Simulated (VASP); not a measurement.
# B6As (R-3m) in VASP: notebook, part 2 of 2

VASP 6.6.1. The steps go on from the part before.

## Step 4: Single point, PBEsol

This run uses another cell than the first one, of 9.24 Å³/atom.

The input, INCAR:

```
SYSTEM = B6As
PREC     = Accurate       ! precision mode
ENCUT    = 520            ! plane-wave cutoff, eV
EDIFF    = 1E-6           ! SCF threshold, eV
ISMEAR   = 0              ! smearing method
SIGMA    = 0.02           ! smearing width, eV
LREAL    = .False.        ! projectors in reciprocal space
LASPH    = .True.         ! aspherical terms in the spheres
NELM     = 80             ! most SCF steps
ALGO     = Normal         ! electronic algorithm
ISIF     = 2              ! what is computed and relaxed
LWAVE    = .False.        ! write WAVECAR
LCHARG   = .False.        ! write CHGCAR
GGA      = PS             ! functional
NBANDS   = 36             ! bands
```

The input, KPOINTS:

```
regular mesh
0
Gamma
  6 6 6
  0 0 0
```

The input, POSCAR:

```
B6As
1.0
    3.0684222178      1.7715543935      3.9649353976
   -3.0684222178      1.7715543935      3.9649353976
    0.0000000000     -3.5431087869      3.9649353976
B As
12 2
Direct
    0.0152897200      0.0152897200      0.3248784800
    0.0152897200      0.3248784800      0.0152897200
    0.8218557000      0.2724864900      0.8218557000
    0.8218557000      0.8218557000      0.2724864900
    0.2724864900      0.8218557000      0.8218557000
    0.7275135100      0.1781443000      0.1781443000
    0.1781443000      0.7275135100      0.1781443000
    0.1781443000      0.1781443000      0.7275135100
    0.9847102800      0.6751215200      0.9847102800
    0.9847102800      0.9847102800      0.6751215200
    0.6751215200      0.9847102800      0.9847102800
    0.3248784800      0.0152897200      0.0152897200
    0.6005523500      0.6005523500      0.6005523500
    0.3994476500      0.3994476500      0.3994476500
```

Started as:

```bash
$ cat potpaw_PBE.64/B/POTCAR potpaw_PBE.64/As/POTCAR > POTCAR
$ mpirun -np 1 vasp_std > vasp.out
```

Wall time 2.2 min (1 thread of Intel Xeon Platinum 8488C (Sapphire Rapids), shared host); peak memory 0.3 GiB.

The run converged. Its results:

| Item | Value |
| --- | --- |
| Free energy | -97.0298 eV |
| Pressure | -1.0 GPa |
| Largest force | 0.059 eV/Å |
| Band gap on the k mesh | 2.64 eV (least direct gap 2.67 eV) |

Forces in eV/Å, atoms in the order of the input:
```
B    0.000  0.030  0.000
B    0.026 -0.015  0.000
B    0.022 -0.013  0.009
B    0.000  0.025  0.009
B   -0.022 -0.013  0.009
B    0.022  0.013 -0.009
B   -0.022  0.013 -0.009
B    0.000 -0.025 -0.009
B   -0.026  0.015  0.000
B    0.000 -0.030  0.000
B    0.026  0.015  0.000
B   -0.026 -0.015  0.000
As   0.000  0.000  0.059
As   0.000  0.000 -0.059
```

Stress tensor (GPa, compression positive):
```
-0.87  0.00  0.00
 0.00 -0.87  0.00
 0.00  0.00 -1.30
```

Levels at points of the mesh, in eV from the valence-band top:
```
           k point  band 19  band 20  band 21  band 22  band 23  band 24  band 25  band 26  band 27  band 28
(0.00, 0.00, 0.00)    -1.29    -0.18    -0.18    -0.01    -0.01     4.45     4.73     4.73     5.01     5.91
(0.50, 0.00, 0.00)    -1.46    -1.35    -1.27    -1.03    -0.04     2.64     4.17     4.59     5.10     5.48
(0.50, 0.50, 0.00)    -1.93    -1.51    -0.92    -0.69    -0.22     3.39     4.43     4.74     5.07     5.22
(0.50, 0.50, 0.50)    -0.79    -0.79    -0.76    -0.76    -0.02     2.65     3.75     3.76     4.60     4.60
```

Caveat: the PAW data sets were made with another functional, which shifts forces and pressure a little.

## Step 5: Relaxation of shape and atoms at fixed volume, PBEsol (10.07 Å³/atom)

This run uses another cell than the first one, of 10.07 Å³/atom.

The input, INCAR:

```
SYSTEM = B6As
  PREC = Accurate
  ENCUT = 600
  EDIFF = 1E-7
  ISMEAR = 0
  SIGMA = 0.02
  LREAL = .FALSE.
  LASPH = .TRUE.
  NELM = 100
  ALGO = Normal
  ISIF = 4
  LWAVE = .FALSE.
  LCHARG = .FALSE.
  GGA = PS
  IBRION = 2
  NSW = 50
  EDIFFG = -0.01
```

The input, KPOINTS:

```
Automatic mesh
0
G
  6 6 6
  0 0 0
```

The input, POSCAR:

```
B6As
1.0
    3.1540268323      1.8209782407      4.0914211892
   -3.1540268323      1.8209782407      4.0914211892
    0.0000000000     -3.6419564813      4.0914211892
B As
12 2
Direct
    0.0143153305      0.0143153305      0.3241469030
    0.0143153305      0.3241469030      0.0143153305
    0.8224167295      0.2716520853      0.8224167295
    0.8224167295      0.8224167295      0.2716520853
    0.2716520853      0.8224167295      0.8224167295
    0.7283479147      0.1775832705      0.1775832705
    0.1775832705      0.7283479147      0.1775832705
    0.1775832705      0.1775832705      0.7283479147
    0.9856846695      0.6758530970      0.9856846695
    0.9856846695      0.9856846695      0.6758530970
    0.6758530970      0.9856846695      0.9856846695
    0.3241469030      0.0143153305      0.0143153305
    0.6003937688      0.6003937688      0.6003937688
    0.3996062312      0.3996062312      0.3996062312
```

Started as:

```bash
$ cat potpaw_PBE.64/B/POTCAR potpaw_PBE.64/As/POTCAR > POTCAR
$ mpirun -np 1 vasp_std > vasp.out
```

Wall time 7.2 min (1 thread of AMD EPYC 9R45 (Zen 5), shared host); peak memory 0.38 GiB.

It converged, with:

- Free energy: -96.4414 eV
- Energy gained by relaxing: 0.5 meV/atom
- Ionic steps: 6
- Pressure after relaxing: -14.6 GPa
- Largest force after relaxing: 0.005 eV/Å
- Band gap on the k mesh: 2.10 eV

Forces in eV/Å, atoms in the order of the input:
```
B    0.000  0.001 -0.001
B    0.001  0.000 -0.001
B   -0.001  0.001  0.002
B    0.000 -0.001  0.002
B    0.001  0.001  0.002
B   -0.001 -0.001 -0.002
B    0.001 -0.001 -0.002
B    0.000  0.001 -0.002
B   -0.001  0.000  0.001
B    0.000 -0.001  0.001
B    0.001  0.000  0.001
B   -0.001  0.000 -0.001
As   0.000  0.000 -0.005
As   0.000  0.000  0.005
```

Step by step:
```csv
step,energy change (eV),largest force (eV/Å),pressure (GPa),volume (Å³)
1,0.0000,0.2031,-15.01,140.99
2,-0.0052,0.1173,-14.44,140.99
3,-0.0064,0.0269,-14.62,140.99
4,-0.0067,0.0138,-14.60,140.99
5,-0.0067,0.0224,-14.59,140.99
6,-0.0068,0.0045,-14.59,140.99
```

Final structure:
```
CELL_PARAMETERS angstrom
3.15174 1.81966 4.09736
-3.15174 1.81966 4.09736
0.00000 -3.63932 4.09736
ATOMIC_POSITIONS crystal
B 0.01365 0.01365 0.32378
B 0.01365 0.32378 0.01365
B 0.82299 0.27067 0.82299
B 0.82299 0.82299 0.27067
B 0.27067 0.82299 0.82299
B 0.72933 0.17701 0.17701
B 0.17701 0.72933 0.17701
B 0.17701 0.17701 0.72933
B 0.98635 0.67622 0.98635
B 0.98635 0.98635 0.67622
B 0.67622 0.98635 0.98635
B 0.32378 0.01365 0.01365
As 0.60033 0.60033 0.60033
As 0.39967 0.39967 0.39967
```

Levels at points of the mesh, in eV from the valence-band top:
```
           k point  band 19  band 20  band 21  band 22  band 23  band 24  band 25  band 26  band 27  band 28
(0.00, 0.00, 0.00)    -1.16    -0.22    -0.22    -0.04    -0.04     4.14     4.57     4.63     4.63     5.57
(0.50, 0.00, 0.00)    -1.37    -1.29    -1.21    -0.91    -0.08     2.56     4.02     4.60     4.79     5.00
(0.50, 0.50, 0.00)    -1.82    -1.46    -0.86    -0.68    -0.22     3.38     3.94     4.58     4.90     4.91
(0.50, 0.50, 0.50)    -0.79    -0.79    -0.74    -0.74     0.00     2.10     3.54     3.68     4.51     4.51
```

Caveat: the PAW data sets were made with another functional, which shifts forces and pressure a little.

## Step 6: Overview

```csv
task,cell,cutoff (eV),gap on the mesh (eV),pressure (GPa),largest force (eV/Å)
single point,"a = 5.299 Å, angles 70.6°, 14 atoms, atomic positions A",520,2.62,0.6,0.03
single point,"a = 5.317 Å, angles 70.5°, 14 atoms, atomic positions B",520,2.64,-1.0,0.06
relaxation of shape and atoms at fixed volume,"relaxed from a = 5.478 Å, angles 70.3°, 14 atoms, atomic positions C",600,2.10,-14.6,-
```

Alike in all rows: level PBEsol; potentials or basis VASP PAW PBE potentials, release 64 (B, As); no spin polarisation; k mesh 6 × 6 × 6; smearing gaussian 0.02 eV.

Caveats: the PAW data sets were made with another functional, which shifts forces and pressure a little.

Total energies depend on the potentials used, so only differences within one code and one set of settings carry meaning.
